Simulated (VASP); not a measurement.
# Al (P6/mmm) in VASP: a series of runs

Al is run at these levels: PBE; tasks: density of states.

Program: VASP 6.6.1. These are calculated values, not measurements. Logs are shortened: lines on timing, memory, paths and dates and some standing lists are left out, and cuts for length are marked.

## Step 1: The cell of the first run

Symmetry: P6/mmm, No. 191, hexagonal system. The conventional cell has a = 4.583 Å, b = 4.583 Å, c = 2.838 Å, α = 90.00°, β = 90.00°, γ = 120.00°. Within 3.7 Å of Al (site symmetry 6/mmm) lie 14 Al at 2.84 to 3.00 Å. Within 3.5 Å of Al (site symmetry -6m2) lie 11 Al at 2.65 to 3.00 Å.

## Step 2: Density of states, PBE

File POSCAR:

```
Al
1.0
    4.5831925628      0.0000000000      0.0000000000
   -2.2915962814      3.9691611899      0.0000000000
    0.0000000000      0.0000000000      2.8375362824
Al
3
Direct
    0.0000000000      0.0000000000      0.0000000000
    0.3333333333      0.6666666667      0.5000000000
    0.6666666667      0.3333333333      0.5000000000
```

File INCAR.step1:

```
SYSTEM = Al
ALGO = Normal
EDIFF = 1E-6
ENCUT = 520
GGA = PE
ISIF = 2
ISMEAR = -1
LASPH = .True.
LCHARG = .True.
LREAL = .False.
LWAVE = .False.
NBANDS = 12
NELM = 60
PREC = Accurate
SIGMA = 0.08
```

File KPOINTS.step1:

```
k-points
0
Gamma
  8 8 11
  0 0 0
```

File INCAR.step2:

```
SYSTEM = Al
ALGO = Normal
EDIFF = 1E-6
ENCUT = 520
GGA = PE
ICHARG = 11
ISIF = 2
ISMEAR = -5
LASPH = .True.
LCHARG = .False.
LORBIT = 11
LREAL = .False.
LWAVE = .False.
NEDOS = 2001
NELM = 60
PREC = Accurate
SIGMA = 0.08
```

File KPOINTS.step2:

```
k-points
0
Gamma
  12 12 17
  0 0 0
```

Potentials or basis: VASP PAW PBE potentials, release 64 (Al).

The run is started by

```
$ cat potpaw_PBE.64/Al/POTCAR > POTCAR
$ cp INCAR.step1 INCAR
$ cp KPOINTS.step1 KPOINTS
$ mpirun -np 1 vasp_std > vasp.out
$ cp INCAR.step2 INCAR
$ cp KPOINTS.step2 KPOINTS
$ mpirun -np 1 vasp_std > vasp.out
```

OUTCAR:

```text
SYSTEM = Al
   EDIFF = 1E-6
   ENCUT = 520
   GGA = PE
   ICHARG = 11
   ISIF = 2
   ISMEAR = -5
   LASPH = .True.
   LORBIT = 11
   LREAL = .False.
   NELM = 60
   PREC = Accurate

 ion  position               nearest neighbor table
   1  0.000  0.000  0.000-   2 3.00   3 3.00   2 3.00   3 3.00   3 3.00   3 3.00   2 3.00   2 3.00
                             3 3.00   3 3.00   2 3.00   2 3.00
   2  0.333  0.667  0.500-   3 2.65   3 2.65   3 2.65   1 3.00   1 3.00   1 3.00   1 3.00   1 3.00
                             1 3.00
   3  0.667  0.333  0.500-   2 2.65   2 2.65   2 2.65   1 3.00   1 3.00   1 3.00   1 3.00   1 3.00
                             1 3.00

  LATTYP: Found a hexagonal cell.
 ALAT       =     4.5831925628
 C/A-ratio  =     0.6191178406

  Lattice vectors:

 A1 = (   4.5831925628,   0.0000000000,   0.0000000000)
 A2 = (  -2.2915962814,   3.9691611899,   0.0000000000)
 A3 = (   0.0000000000,   0.0000000000,   2.8375362824)

Analysis of symmetry for initial positions (statically):
=====================================================================
 Subroutine PRICEL returns:
 Original cell was already a primitive cell.

 Routine SETGRP: Setting up the symmetry group for a
 hexagonal supercell.

 Subroutine GETGRP returns: Found 24 space group operations
 (whereof 24 operations were pure point group operations)
 out of a pool of 24 trial point group operations.

The static configuration has the point symmetry D_6h.

Analysis of symmetry for dynamics (positions and initial velocities):
=====================================================================
 Subroutine PRICEL returns:
 Original cell was already a primitive cell.

 Routine SETGRP: Setting up the symmetry group for a
 hexagonal supercell.

 Subroutine GETGRP returns: Found 24 space group operations
 (whereof 24 operations were pure point group operations)
 out of a pool of 24 trial point group operations.

The dynamic configuration has the point symmetry D_6h.

 Subroutine INISYM returns: Found 24 space group operations
 (whereof 24 operations are pure point group operations),
 and found     1 'primitive' translations

----------------------------------------------------------------------------------------

                                     Primitive cell

  volume of cell :      51.6188

  direct lattice vectors                    reciprocal lattice vectors
     4.583192563  0.000000000  0.000000000     0.218188520  0.125971200  0.000000000
    -2.291596281  3.969161190  0.000000000     0.000000000  0.251942401  0.000000000
     0.000000000  0.000000000  2.837536282     0.000000000  0.000000000  0.352418401

  length of vectors
     4.583192563  4.583192563  2.837536282     0.251942401  0.251942401  0.352418401

  position of ions in fractional coordinates (direct lattice)
     0.000000000  0.000000000  0.000000000
     0.333333333  0.666666667  0.500000000
     0.666666667  0.333333333  0.500000000

  ion indices of the primitive-cell ions
   primitive index   ion index
                 1           1
                 2           2
                 3           3

----------------------------------------------------------------------------------------

 KPOINTS: k-points

Automatic generation of k-mesh.
 Grid dimensions read from file:
 generate k-points for:   12   12   17

 Generating k-lattice:

  Cartesian coordinates                     Fractional coordinates (reciprocal lattice)
     0.018182377  0.010497600  0.000000000     0.083333333  0.000000000  0.000000000
     0.000000000  0.020995200  0.000000000     0.000000000  0.083333333  0.000000000
     0.000000000  0.000000000  0.020730494     0.000000000  0.000000000  0.058823529

  Length of vectors
     0.020995200  0.020995200  0.020730494

  Shift w.r.t. Gamma in fractional coordinates (k-lattice)
     0.000000000  0.000000000  0.000000000

 TETIRR: Found   2420 inequivalent tetrahedra from    14688

 Subroutine IBZKPT returns following result:
 ===========================================

 Found    171 irreducible k-points:

 Following reciprocal coordinates:
            Coordinates               Weight
  0.000000  0.000000  0.000000      1.000000
  0.083333 -0.000000  0.000000      6.000000
  0.166667 -0.000000  0.000000      6.000000
  0.250000  0.000000  0.000000      6.000000
  0.333333  0.000000  0.000000      6.000000
  0.416667  0.000000  0.000000      6.000000
[... 16 lines left out ...]
  0.250000  0.000000  0.058824     12.000000
  0.333333  0.000000  0.058824     12.000000
 [... further k-points ...]
   k-points           NKPTS =    171   k-points in BZ     NKDIM =    171   number of bands    NBANDS=      8
   number of dos      NEDOS =   2001   number of ions     NIONS =      3
   total plane-waves  NPLWV =  31104
   dimension x,y,z NGX =    36 NGY =   36 NGZ =   24
   dimension x,y,z NGXF=    72 NGYF=   72 NGZF=   48
   ions per type =               3
   NGX,Y,Z   is equivalent  to a cutoff of  13.06, 13.06, 14.06 a.u.
   NGXF,Y,Z  is equivalent  to a cutoff of  26.12, 26.12, 28.12 a.u.
 SYSTEM =  Al
   PREC   = accura    normal or accurate (medium, high low for compatibility)
   ISTART =      0    job   : 0-new  1-cont  2-samecut
   ICHARG =     11    charge: 1-file 2-atom 10-const
   ISPIN  =      1    spin polarized calculation?
   LNONCOLLINEAR =      F non collinear calculations
   LSORBIT =      F    spin-orbit coupling
   LASPH  =      T    aspherical Exc in radial PAW
   ENCUT  =  520.0 eV  38.22 Ry    6.18 a.u.   8.52  8.52  5.28*2*pi/ulx,y,z
   NELM   =     60;   NELMIN=  2; NELMDL=  0     # of ELM steps
   EDIFF  = 0.1E-05   stopping-criterion for ELM
   LREAL  =      F    real-space projection
   EDIFFG = 0.1E-04   stopping-criterion for IOM
   NSW    =      0    number of steps for IOM
   IBRION =     -1    ionic relax: 0-MD 1-quasi-New 2-CG
   NFREE  =      0    steps in history (QN), initial steepest desc. (CG)
   ISIF   =      2    stress and relaxation
   ISYM   =      2    0-nonsym 1-usesym 2-fastsym
   POTIM  = 0.5000    time-step for ionic-motion
   TEBEG  =    0.0;   TEEND  =   0.0 temperature during run
   PSTRESS=    0.0 pullay stress
   NELECT =       9.0000    total number of electrons
   NUPDOWN=      -1.0000    fix difference up-down
   EMIN   =  10.00;   EMAX   =-10.00  energy-range for DOS
   EFERMI =   0.00;   METHOD = LEGACY
   ISMEAR =    -5;   SIGMA  =   0.08  broadening in eV -4-tet -1-fermi 0-gaus
   EFERMI_NEDOS =   21; number of points for ismear=-14 and -15
   IALGO  =     38    algorithm
   IMIX   =      4    mixing-type and parameters
     AMIX     =   0.40;   BMIX     =  1.00
     AMIX_MAG =   1.60;   BMIX_MAG =  1.00
  volume/ion in A,a.u.               =      17.21       116.11
  Fermi-wavevector in a.u.,A,eV,Ry     =   0.914576  1.728297 11.380571  0.836448
  Thomas-Fermi vector in A             =   2.039218
   LORBIT       =     11    0 simple, 1 ext, 2 COOP (PROOUT), +10 PAW based schemes
   GGA     = PE    functional components
   LHFCALC =     F    Hartree Fock is set to
   AEXX    =    0.0000 exact exchange contribution
   IVDW    =     0    specifies the selected vdW correction
   LEPSILON=     F    determine dielectric tensor
   LRPA    =     F    only Hartree local field effects (RPA)
 non-spin polarized calculation
 Fermi weights with tetrahedron method with Bloechl corrections
  energy-cutoff  :      520.00
  volume of cell :       51.62
 maximum number of plane-waves:      1432
 NGX is ok and might be reduce to    36

 number of electron       9.0000000 magnetization

 Free energy of the ion-electron system (eV)
  ---------------------------------------------------
  ext. energy  EPLUGINS =         0.00000000
  ---------------------------------------------------
  free energy    TOTEN  =       -10.89196758 eV

  energy without entropy =      -10.89196758  energy(sigma->0) =      -10.89196758

 E-fermi :   7.5370     XC(G=0): -10.0427

 val. band max:        7.6726377327   @ k =   0.2500   0.2500   0.1176
 cond. band min:       7.2899325119   @ k =   0.3333   0.3333   0.3529
 fundamental gap:     -0.3827052208
 Fermi energy:         7.5369577605

 k-point     1 :       0.0000    0.0000    0.0000
  band No.  band energies     occupation
      1      -3.2864      2.00000
      2       5.5452      2.00000
      3       5.5452      2.00000
      4       5.6454      2.00000
      5       5.6454      2.00000
      6       6.3356      2.00000
      7       6.4481      2.00000
      8      13.7526      0.00000

 k-point     2 :       0.0833   -0.0000    0.0000
  band No.  band energies     occupation
      1      -3.2211      2.00000
      2       4.3817      2.00000
      3       4.9260      2.00000
      4       5.3594      2.00000
      5       6.3861      2.00000
      6       6.9905      1.79922
      7       7.4680      0.96289
      8      13.8084      0.00000

 k-point     3 :       0.1667   -0.0000    0.0000
  band No.  band energies     occupation
      1      -3.0255      2.00000
      2       3.0949      2.00000
      3       4.3809      2.00000
      4       4.8240      2.00000
      5       7.2958      1.83251
      6       7.8869      0.05323
      7       9.0670     -0.01199
      8      13.9758      0.00000

 k-point     4 :       0.2500    0.0000    0.0000
  band No.  band energies     occupation
      1      -2.7000      2.00000
      2       1.9072      2.00000
      3       3.9567      2.00000
      4       4.3875      2.00000
      5       8.3269     -0.11509
      6       8.9070      0.00000
      7      10.7827      0.00000
      8      14.2551      0.00000

 k-point     5 :       0.3333    0.0000    0.0000
  band No.  band energies     occupation
      1      -2.2455      2.00000
      2       0.8333      2.00000
      3       3.6537      2.00000
      4       4.0710      2.00000
      5       9.4779      0.00000
      6      10.0322      0.00000
      7      12.5730      0.00000
      8      14.6468      0.00000

 k-point     6 :       0.4167    0.0000    0.0000
  band No.  band energies     occupation
      1      -1.6633      2.00000
      2      -0.1216      2.00000
      3       3.4719      2.00000
      4       3.8798      2.00000
      5      10.7455      0.00000
      6      11.2494      0.00000
      7      13.6421      0.00000
      8      13.8523      0.00000

 k-point     7 :       0.5000    0.0000    0.0000
  band No.  band energies     occupation
      1      -0.9696      2.00000
      2      -0.9396      2.00000
      3       3.4113      2.00000
      4       3.8158      2.00000
      5      12.0005      0.00000
      6      12.2769      0.00000
      7      12.4730      0.00000
      8      12.6131      0.00000
[... 133 lines left out ...]
 k-point    20 :       0.0000    0.0000    0.0588
  band No.  band energies     occupation
      1      -3.2230      2.00000
      2       5.6030      2.00000
      3       5.6030      2.00000
      4       5.7049      2.00000
      5       5.7049      2.00000
      6       6.3947      2.00000
      7       6.5086      2.38916
      8      12.2873      0.00000

 k-point    21 :       0.0833   -0.0000    0.0588
  band No.  band energies     occupation
      1      -3.1577      2.00000
      2       4.4414      2.00000
      3       4.9846      2.00000
      4       5.4197      2.00000
      5       6.4447      2.00000
      6       7.0488      1.70453
      7       7.5255      0.69671
      8      12.3443      0.00000

 k-point    22 :       0.1667   -0.0000    0.0588
  band No.  band energies     occupation
      1      -2.9622      2.00000
      2       3.1555      2.00000
      3       4.4395      2.00000
      4       4.8852      2.00000
      5       7.3542      1.77820
      6       7.9431      0.02852
      7       9.1211     -0.00587
      8      12.5145      0.00000

 k-point    23 :       0.2500    0.0000    0.0588
  band No.  band energies     occupation
      1      -2.6368      2.00000
      2       1.9684      2.00000
      3       4.0153      2.00000
      4       4.4493      2.00000
      5       8.3850     -0.17305
      6       8.9600      0.00000
      7      10.8284      0.00000
      8      12.7943      0.00000

 k-point    24 :       0.3333    0.0000    0.0588
  band No.  band energies     occupation
      1      -2.1825      2.00000
      2       0.8950      2.00000
      3       3.7124      2.00000
      4       4.1332      2.00000
      5       9.5354      0.00000
      6      10.0800      0.00000
      7      12.5796      0.00000
      8      13.1788      0.00000

 [... further k-points ...]
[... 5 lines left out ...]
  --------------------------------------------------------------------------------------
  -------------------------------------------------------------------------------------
  Total        0.0270434      0.0270434     -0.3550394      0.0000000      0.0000000      0.0000000
  in kB        0.8393888      0.8393888    -11.0199296      0.0000000      0.0000000      0.0000000
  external PRESSURE =      -3.1137174 kB  Pullay stress =       0.0000000 kB

 VOLUME and BASIS-vectors are now :
 -----------------------------------------------------------------------------
  energy-cutoff  :      520.00
  volume of cell :       51.62
      direct lattice vectors                 reciprocal lattice vectors
     4.583192563  0.000000000  0.000000000     0.218188520  0.125971200  0.000000000
    -2.291596281  3.969161190  0.000000000     0.000000000  0.251942401  0.000000000
     0.000000000  0.000000000  2.837536282     0.000000000  0.000000000  0.352418401

 POSITION                                       TOTAL-FORCE (eV/Angst)
 -----------------------------------------------------------------------------------
      0.00000      0.00000      0.00000        -0.000000      0.000000      0.000000
     -0.00000      2.64611      1.41877        -0.000000      0.000000      0.000000
      2.29160      1.32305      1.41877         0.000000     -0.000000     -0.000000
 -----------------------------------------------------------------------------------
    total drift:                               -0.000000     -0.000000     -0.000000

  FREE ENERGIE OF THE ION-ELECTRON SYSTEM (eV)
  ---------------------------------------------------
  free  energy   TOTEN  =       -10.8919675781 eV

  energy  without entropy=      -10.8919675781  energy(sigma->0) =      -10.89196758

 total charge

# of ion       s       p       d       tot
------------------------------------------
    1        0.443   0.287   0.000   0.730
    2        0.449   0.337   0.000   0.786
    3        0.449   0.337   0.000   0.786
--------------------------------------------------
tot          1.341   0.961   0.000   2.302
```

It took 81 s on 1 thread of AMD EPYC 7R13, shared host; peak memory 0.17 GiB.

Results:

```
Valence electrons inside the program's atomic spheres : Al 0.73, 0.79
```

Caveat: tetrahedron occupations give inexact forces and stress in metals.

## Step 3: Density of states, PBE (volume scaled by 0.4)

File POSCAR:

```
Al
1.0
    3.4126964289      0.0000000000      0.0000000000
   -1.7063482144      2.9554818028      0.0000000000
    0.0000000000      0.0000000000      2.0471153166
Al
3
Direct
    0.0000000000      0.0000000000      0.0000000000
    0.3333333333      0.6666666667      0.5000000000
    0.6666666667      0.3333333333      0.5000000000
```

File INCAR.step1:

```
SYSTEM = Al
PREC = Accurate
ENCUT = 520
EDIFF = 1E-6
ISMEAR = -1
SIGMA = 0.08
LREAL = .FALSE.
LASPH = .TRUE.
NELM = 80
ALGO = Normal
ISIF = 2
LWAVE = .FALSE.
LCHARG = .TRUE.
GGA = PE
NBANDS = 12
```

File KPOINTS.step1:

```
regular mesh
0
G
  8 8 11
  0 0 0
```

File INCAR.step2:

```
SYSTEM = Al
PREC = Accurate
ENCUT = 520
EDIFF = 1E-6
ISMEAR = -5
SIGMA = 0.08
LREAL = .FALSE.
LASPH = .TRUE.
NELM = 80
ALGO = Normal
ISIF = 2
LWAVE = .FALSE.
LCHARG = .FALSE.
GGA = PE
LORBIT = 11
NEDOS = 1001
ICHARG = 11
```

File KPOINTS.step2:

```
regular mesh
0
G
  12 12 17
  0 0 0
```

Potentials or basis: VASP PAW PBE potentials, release 64 (Al).

The run is started by

```
$ cat potpaw_PBE.64/Al/POTCAR > POTCAR
$ cp INCAR.step1 INCAR
$ cp KPOINTS.step1 KPOINTS
$ mpirun -np 1 vasp_std > vasp.out
$ cp INCAR.step2 INCAR
$ cp KPOINTS.step2 KPOINTS
$ mpirun -np 1 vasp_std > vasp.out
```

Run time: 51 s. Hardware: 1 thread of Intel Xeon 6975P-C, shared host; peak memory 0.14 GiB.

The run converged. Its results:

```yaml
Valence_electrons_inside_the_program's_atomic_spheres: Al 1.41, 1.48
```

Levels at points of the mesh, in eV from the Fermi level:
```tsv
k point	band 1	band 2	band 3	band 4	band 5	band 6	band 7	band 8
(0.00, 0.00, 0.00)	-18.08	-4.38	-4.38	-4.33	-4.33	0.35	1.75	15.05
(0.50, 0.00, 0.00)	-14.02	-14.02	-7.57	-5.26	5.77	6.12	8.56	9.67
```

Caveat: tetrahedron occupations give inexact forces and stress in metals.
